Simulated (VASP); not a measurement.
# P (Cmce) in VASP: a series of runs

Aim: see how the results for P move with the level of theory and the settings. Levels: SVWN5, PBE+D3(BJ), PBE. Tasks: single point.

All numbers are computed with VASP 6.6.1; they aren't measurements. Logs are shortened: lines on timing, memory, paths and dates and some standing lists are left out, and cuts for length are marked.

**1. The cell of the first run**

Symmetry: Cmce, No. 64, orthorhombic system. Conventional cell: a = 3.295 Å, b = 10.930 Å, c = 4.544 Å, α = 90.00°, β = 90.00°, γ = 90.00°. P (site symmetry m) has 3 P at 2.20 to 2.25 Å within 2.9 Å.

**2. Single point, SVWN5**

The input, INCAR:

```
SYSTEM = P
  ALGO = Normal
  EDIFF = 1E-6
  ENCUT = 520
  GGA = VW
  ISIF = 2
  ISMEAR = -1
  LASPH = .TRUE.
  LCHARG = .FALSE.
  LREAL = .FALSE.
  LWAVE = .FALSE.
  NBANDS = 18
  NELM = 100
  PREC = Accurate
  SIGMA = 0.05
```

The input, KPOINTS:

```
k-points
0
G
  8 8 6
  0 0 0
```

The input, POSCAR:

```
P
1.0
    1.6477431241     -5.4650377251      0.0000000000
    1.6477431241      5.4650377251      0.0000000000
    0.0000000000      0.0000000000      4.5436355900
P
4
Direct
    0.9041431300      0.0958568700      0.5888151700
    0.0958568700      0.9041431300      0.4111848300
    0.5958568700      0.4041431300      0.0888151700
    0.4041431300      0.5958568700      0.9111848300
```

Potentials or basis: VASP PAW PBE potentials, release 64 (P).

Run with:

```bash
cat potpaw_PBE.64/P/POTCAR > POTCAR
mpirun -np 1 vasp_std > vasp.out
```

OUTCAR:

```text
SYSTEM = P
   EDIFF = 1E-6
   ENCUT = 520
   GGA = VW
   ISIF = 2
   ISMEAR = -1
   LASPH = .TRUE.
   LREAL = .FALSE.
   NELM = 100
   PREC = Accurate

 ion  position               nearest neighbor table
   1  0.904  0.096  0.589-   4 2.20   4 2.20   2 2.25
   2  0.096  0.904  0.411-   3 2.20   3 2.20   1 2.25
   3  0.596  0.404  0.089-   2 2.20   2 2.20   4 2.25
   4  0.404  0.596  0.911-   1 2.20   1 2.20   3 2.25

  LATTYP: Found a base centered orthorhombic cell.
 ALAT       =     3.2954862482
 B/A-ratio  =     3.3166806435
 C/A-ratio  =     1.3787451222

  Lattice vectors:

 A1 = (   1.6477431241,  -5.4650377251,   0.0000000000)
 A2 = (   1.6477431241,   5.4650377251,   0.0000000000)
 A3 = (   0.0000000000,   0.0000000000,   4.5436355900)

Analysis of symmetry for initial positions (statically):
=====================================================================
 Subroutine PRICEL returns:
 Original cell was already a primitive cell.

 Routine SETGRP: Setting up the symmetry group for a
 base centered orthorhombic supercell.

 Subroutine GETGRP returns: Found  8 space group operations
 (whereof  4 operations were pure point group operations)
 out of a pool of  8 trial point group operations.

The static configuration has the point symmetry C_2h.
 The point group associated with its full space group is D_2h.

Analysis of symmetry for dynamics (positions and initial velocities):
=====================================================================
 Subroutine PRICEL returns:
 Original cell was already a primitive cell.

 Routine SETGRP: Setting up the symmetry group for a
 base centered orthorhombic supercell.

 Subroutine GETGRP returns: Found  8 space group operations
 (whereof  4 operations were pure point group operations)
 out of a pool of  8 trial point group operations.

The dynamic configuration has the point symmetry C_2h.
 The point group associated with its full space group is D_2h.

 Subroutine INISYM returns: Found  8 space group operations
 (whereof  4 operations are pure point group operations),
 and found     1 'primitive' translations

----------------------------------------------------------------------------------------

                                     Primitive cell

  volume of cell :      81.8307

  direct lattice vectors                    reciprocal lattice vectors
     1.647743124 -5.465037725  0.000000000     0.303445357 -0.091490677  0.000000000
     1.647743124  5.465037725  0.000000000     0.303445357  0.091490677  0.000000000
     0.000000000  0.000000000  4.543635590     0.000000000  0.000000000  0.220088073

  length of vectors
     5.708037731  5.708037731  4.543635590     0.316937894  0.316937894  0.220088073

  position of ions in fractional coordinates (direct lattice)
     0.904143130  0.095856870  0.588815170
     0.095856870  0.904143130  0.411184830
     0.595856870  0.404143130  0.088815170
     0.404143130  0.595856870  0.911184830

  ion indices of the primitive-cell ions
   primitive index   ion index
                 1           1
                 2           2
                 3           3
                 4           4

----------------------------------------------------------------------------------------

 KPOINTS: k-points

Automatic generation of k-mesh.
 Grid dimensions read from file:
 generate k-points for:    8    8    6

 Generating k-lattice:

  Cartesian coordinates                     Fractional coordinates (reciprocal lattice)
     0.037930670 -0.011436335  0.000000000     0.125000000 -0.000000000  0.000000000
     0.037930670  0.011436335  0.000000000    -0.000000000  0.125000000  0.000000000
     0.000000000  0.000000000  0.036681345     0.000000000  0.000000000  0.166666667

  Length of vectors
     0.039617237  0.039617237  0.036681345

  Shift w.r.t. Gamma in fractional coordinates (k-lattice)
     0.000000000  0.000000000  0.000000000

 Subroutine IBZKPT returns following result:
 ===========================================

 Found     84 irreducible k-points:

 Following reciprocal coordinates:
            Coordinates               Weight
  0.000000  0.000000  0.000000      1.000000
  0.125000  0.000000  0.000000      4.000000
  0.250000  0.000000  0.000000      4.000000
  0.375000  0.000000  0.000000      4.000000
  0.500000  0.000000  0.000000      2.000000
  0.125000  0.125000  0.000000      2.000000
[... 16 lines left out ...]
  0.125000  0.000000  0.166667      8.000000
  0.250000  0.000000  0.166667      8.000000
 [... further k-points ...]
   k-points           NKPTS =     84   k-points in BZ     NKDIM =     84   number of bands    NBANDS=     18
   number of dos      NEDOS =    301   number of ions     NIONS =      4
   total plane-waves  NPLWV =  63504
   dimension x,y,z NGX =    42 NGY =   42 NGZ =   36
   dimension x,y,z NGXF=    84 NGYF=   84 NGZF=   72
   ions per type =               4
   NGX,Y,Z   is equivalent  to a cutoff of  12.23, 12.23, 13.17 a.u.
   NGXF,Y,Z  is equivalent  to a cutoff of  24.46, 24.46, 26.34 a.u.
 SYSTEM =  P
   PREC   = accura    normal or accurate (medium, high low for compatibility)
   ISTART =      0    job   : 0-new  1-cont  2-samecut
   ICHARG =      2    charge: 1-file 2-atom 10-const
   ISPIN  =      1    spin polarized calculation?
   LNONCOLLINEAR =      F non collinear calculations
   LSORBIT =      F    spin-orbit coupling
   LASPH  =      T    aspherical Exc in radial PAW
   ENCUT  =  520.0 eV  38.22 Ry    6.18 a.u.  10.61 10.61  8.45*2*pi/ulx,y,z
   NELM   =    100;   NELMIN=  2; NELMDL= -5     # of ELM steps
   EDIFF  = 0.1E-05   stopping-criterion for ELM
   LREAL  =      F    real-space projection
   EDIFFG = 0.1E-04   stopping-criterion for IOM
   NSW    =      0    number of steps for IOM
   IBRION =     -1    ionic relax: 0-MD 1-quasi-New 2-CG
   NFREE  =      0    steps in history (QN), initial steepest desc. (CG)
   ISIF   =      2    stress and relaxation
   ISYM   =      2    0-nonsym 1-usesym 2-fastsym
   POTIM  = 0.5000    time-step for ionic-motion
   TEBEG  =    0.0;   TEEND  =   0.0 temperature during run
   PSTRESS=    0.0 pullay stress
   NELECT =      20.0000    total number of electrons
   NUPDOWN=      -1.0000    fix difference up-down
   EMIN   =  10.00;   EMAX   =-10.00  energy-range for DOS
   EFERMI =   0.00;   METHOD = LEGACY
   ISMEAR =    -1;   SIGMA  =   0.05  broadening in eV -4-tet -1-fermi 0-gaus
   EFERMI_NEDOS =   21; number of points for ismear=-14 and -15
   IALGO  =     38    algorithm
   IMIX   =      4    mixing-type and parameters
     AMIX     =   0.40;   BMIX     =  1.00
     AMIX_MAG =   1.60;   BMIX_MAG =  1.00
  volume/ion in A,a.u.               =      20.46       138.06
  Fermi-wavevector in a.u.,A,eV,Ry     =   1.023559  1.934246 14.254450  1.047673
  Thomas-Fermi vector in A             =   2.157299
   LORBIT       =      0    0 simple, 1 ext, 2 COOP (PROOUT), +10 PAW based schemes
   GGA     = VW    functional components
   LHFCALC =     F    Hartree Fock is set to
   AEXX    =    0.0000 exact exchange contribution
   IVDW    =     0    specifies the selected vdW correction
   LEPSILON=     F    determine dielectric tensor
   LRPA    =     F    only Hartree local field effects (RPA)
 non-spin polarized calculation
  energy-cutoff  :      520.00
  volume of cell :       81.83
 maximum number of plane-waves:      2226
   NGX = 21   NGY = 21   NGZ = 17

 number of electron      20.0000004 magnetization

 Free energy of the ion-electron system (eV)
  ---------------------------------------------------
  ext. energy  EPLUGINS =         0.00000000
  ---------------------------------------------------
  free energy    TOTEN  =       -23.97707082 eV

  energy without entropy =      -23.97640628  energy(sigma->0) =      -23.97673855

 E-fermi :   5.7318     XC(G=0):  -9.6704

 val. band max:        5.7254297928   @ k =   0.5000   0.5000   0.0000
 cond. band min:       5.7402496552   @ k =   0.5000   0.5000   0.0000
 fundamental gap:      0.0148198625
 Fermi energy:         5.7318040836

 k-point     1 :       0.0000    0.0000    0.0000
  band No.  band energies     occupation
      1     -10.1170      2.00000
      2      -7.3576      2.00000
      3      -4.0889      2.00000
      4      -1.1123      2.00000
      5       0.7672      2.00000
      6       0.7696      2.00000
[... 10 lines left out ...]
     17      12.5615      0.00000
     18      13.0953      0.00000

 k-point     2 :       0.1250    0.0000    0.0000
  band No.  band energies     occupation
      1      -9.9249      2.00000
      2      -7.1759      2.00000
      3      -4.1715      2.00000
      4      -0.9413      2.00000
      5       0.3868      2.00000
      6       0.7032      2.00000
[... 10 lines left out ...]
     17      11.5282      0.00000
     18      12.5391      0.00000

 k-point     3 :       0.2500    0.0000    0.0000
  band No.  band energies     occupation
      1      -9.3550      2.00000
      2      -6.6312      2.00000
      3      -4.6735      2.00000
      4      -1.1029      2.00000
      5      -0.4661      2.00000
      6      -0.3323      2.00000
[... 10 lines left out ...]
     17      11.1386      0.00000
     18      12.3323      0.00000

 k-point     4 :       0.3750    0.0000    0.0000
  band No.  band energies     occupation
      1      -8.4304      2.00000
      2      -5.8299      2.00000
      3      -5.7259      2.00000
      4      -2.8905      2.00000
      5      -0.3833      2.00000
      6       0.1001      2.00000
[... 10 lines left out ...]
     17      12.1355      0.00000
     18      12.2499      0.00000

 k-point     5 :       0.5000    0.0000    0.0000
  band No.  band energies     occupation
      1      -7.2072      2.00000
      2      -7.2072      2.00000
      3      -4.4690      2.00000
      4      -4.4690      2.00000
      5       0.0922      2.00000
      6       0.0922      2.00000
[... 10 lines left out ...]
     17      11.9839      0.00000
     18      11.9839      0.00000

 k-point     6 :       0.1250    0.1250    0.0000
  band No.  band energies     occupation
      1      -9.3727      2.00000
      2      -6.5847      2.00000
      3      -4.6723      2.00000
      4      -1.1193      2.00000
      5      -0.5300      2.00000
      6      -0.3370      2.00000
[... 10 lines left out ...]
     17      11.1545      0.00000
     18      13.0286      0.00000

 k-point     7 :       0.2500    0.1250    0.0000
  band No.  band energies     occupation
      1      -8.4619      2.00000
      2      -5.8085      2.00000
      3      -5.6416      2.00000
      4      -2.9605      2.00000
      5      -0.3851      2.00000
      6       0.0053      2.00000
[... 10 lines left out ...]
     17      11.9217      0.00000
     18      13.0258      0.00000

 k-point     8 :       0.3750    0.1250    0.0000
  band No.  band energies     occupation
      1      -7.2446      2.00000
      2      -7.1678      2.00000
      3      -4.5735      2.00000
      4      -4.3635      2.00000
      5       0.0554      2.00000
      6       0.1248      2.00000
[... 10 lines left out ...]
     17      11.9850      0.00000
     18      12.1722      0.00000
[... 229 lines left out ...]
     17      11.0749      0.00000
     18      11.7332      0.00000

 k-point    20 :      -0.3750    0.3750    0.0000
  band No.  band energies     occupation
      1     -10.0033      2.00000
      2      -7.6332      2.00000
      3      -4.0178      2.00000
      4      -0.5930      2.00000
      5       0.2624      2.00000
      6       0.2831      2.00000
[... 10 lines left out ...]
     17      11.4113      0.00000
     18      11.6702      0.00000

 k-point    21 :       0.5000    0.5000    0.0000
  band No.  band energies     occupation
      1      -9.9817      2.00000
      2      -7.6811      2.00000
      3      -4.0050      2.00000
      4      -0.4009      2.00000
      5       0.0543      2.00000
      6       0.2114      2.00000
[... 10 lines left out ...]
     17      11.2082      0.00000
     18      11.3515      0.00000

 k-point    22 :       0.0000    0.0000    0.1667
  band No.  band energies     occupation
      1      -9.9747      2.00000
      2      -7.5896      2.00000
      3      -4.0716      2.00000
      4      -1.3737      2.00000
      5       0.4114      2.00000
      6       1.3254      2.00000
[... 10 lines left out ...]
     17      12.9461      0.00000
     18      13.2229      0.00000

 k-point    23 :       0.1250    0.0000    0.1667
  band No.  band energies     occupation
      1      -9.7836      2.00000
      2      -7.4112      2.00000
      3      -4.1116      2.00000
      4      -1.2780      2.00000
      5       0.3229      2.00000
      6       0.5277      2.00000
[... 10 lines left out ...]
     17      12.2671      0.00000
     18      12.7464      0.00000

 k-point    24 :       0.2500    0.0000    0.1667
  band No.  band energies     occupation
      1      -9.2178      2.00000
      2      -6.8900      2.00000
      3      -4.4805      2.00000
      4      -1.5411      2.00000
      5      -0.5988      2.00000
      6      -0.1595      2.00000
[... 10 lines left out ...]
     17      11.1980      0.00000
     18      12.4375      0.00000

 [... further k-points ...]
[... 5 lines left out ...]
  --------------------------------------------------------------------------------------
  -------------------------------------------------------------------------------------
  Total       -1.2102103     -0.7265873     -0.8953094      0.0000000     -0.0000000      0.0000000
  in kB      -23.6949212    -14.2259813    -17.5294215      0.0000000     -0.0000000      0.0000000
  external PRESSURE =     -18.4834413 kB  Pullay stress =       0.0000000 kB

 VOLUME and BASIS-vectors are now :
 -----------------------------------------------------------------------------
  energy-cutoff  :      520.00
  volume of cell :       81.83
      direct lattice vectors                 reciprocal lattice vectors
     1.647743124 -5.465037725  0.000000000     0.303445357 -0.091490677  0.000000000
     1.647743124  5.465037725  0.000000000     0.303445357  0.091490677  0.000000000
     0.000000000  0.000000000  4.543635590     0.000000000  0.000000000  0.220088073

 POSITION                                       TOTAL-FORCE (eV/Angst)
 -----------------------------------------------------------------------------------
      1.64774     -4.41731      2.67536         0.000000      0.079868     -0.203079
      1.64774      4.41731      1.86827         0.000000     -0.079868      0.203079
      1.64774     -1.04772      0.40354         0.000000     -0.079868     -0.203079
      1.64774      1.04772      4.14009         0.000000      0.079868      0.203079
 -----------------------------------------------------------------------------------
    total drift:                               -0.000000     -0.000000      0.000000

  FREE ENERGIE OF THE ION-ELECTRON SYSTEM (eV)
  ---------------------------------------------------
  free  energy   TOTEN  =       -23.9770708174 eV

  energy  without entropy=      -23.9764062772  energy(sigma->0) =      -23.97673855
```

Run time: 52 s. Hardware: 1 thread of Intel Xeon Platinum 8559C (Emerald Rapids), shared host; peak memory 0.23 GiB.

Results:

| Property | Result |
| --- | --- |
| Free energy | -23.9771 eV |
| Pressure | -1.8 GPa |
| Largest force | 0.218 eV/Å |
| Band gap on the k mesh | 0.01 eV, direct |

Forces in eV/Å, atoms in the order of the input:
```
P    0.000  0.080 -0.203
P    0.000 -0.080  0.203
P    0.000 -0.080 -0.203
P    0.000  0.080  0.203
```

Levels at points of the mesh, in eV from the valence-band top:
| k point | band 8 | band 9 | band 10 | band 11 | band 12 | band 13 |
| --- | --- | --- | --- | --- | --- | --- |
| (0.00, 0.00, 0.00) | -2.87 | -2.60 | -1.25 | 0.48 | 0.93 | 1.81 |
| (0.50, 0.00, 0.00) | -3.42 | -2.69 | -2.69 | 0.55 | 0.55 | 1.36 |
| (0.50, 0.50, 0.00) | -2.44 | -1.63 | 0.00 | 0.01 | 0.69 | 2.03 |
| (0.00, 0.00, 0.50) | -3.31 | -1.69 | -1.69 | 1.34 | 1.34 | 2.84 |
| (0.50, 0.00, 0.50) | -5.36 | -1.84 | -1.84 | 1.55 | 1.55 | 3.36 |
| (0.50, 0.50, 0.50) | -2.81 | -2.02 | -2.02 | 1.32 | 1.32 | 2.44 |

Caveat: the PAW data sets were made with another functional, which shifts forces and pressure a little.

[end of part 1 of 3]
